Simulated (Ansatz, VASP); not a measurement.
## W: VASP beside Ansatz

```
CELL_PARAMETERS angstrom
5.47220 0.00000 0.00000
-1.82407 5.15924 0.00000
0.00000 0.00000 24.44253
ATOMIC_POSITIONS crystal
W 0.25000 0.25000 0.32730
W 0.25000 0.75000 0.32730
W 0.75000 0.25000 0.32730
W 0.75000 0.75000 0.32730
W 0.49839 0.50047 0.41594
W 0.49840 0.99762 0.41593
W 0.99337 0.49951 0.41603
W 0.99696 0.99781 0.41737
W 0.74507 0.77598 0.51745
W 0.74540 0.25350 0.50710
W 0.24649 0.74880 0.50780
W 0.25787 0.26303 0.50381
```

Alike in both runs: task single point; functional PBE; dispersion D3(BJ); k mesh 4 × 4 × 1; occupations gaussian, width 0.1 eV; no spin polarisation.

|  | VASP | Ansatz |
| --- | --- | --- |
| version | VASP 6.6.1 | Ansatz 0.2.0 |
| potentials or method | VASP PAW PBE potentials, release 64 (W_sv), cutoff 400 eV | scalar-relativistic, plane waves, PAW |
| valence electrons in the cell | 168 | 168 |

```csv
,VASP,Ansatz,Ansatz less VASP
gap on the k mesh at the Fermi level (eV),none,none,-
rms of the force components (eV/Å),0.495,0.493,-0.0014
```

Atom by atom the forces differ by 0.016 eV/Å (rms over components). A gap of «none» marks a metal or a gap that the smearing closes.

Neither program's run includes spin-orbit coupling.
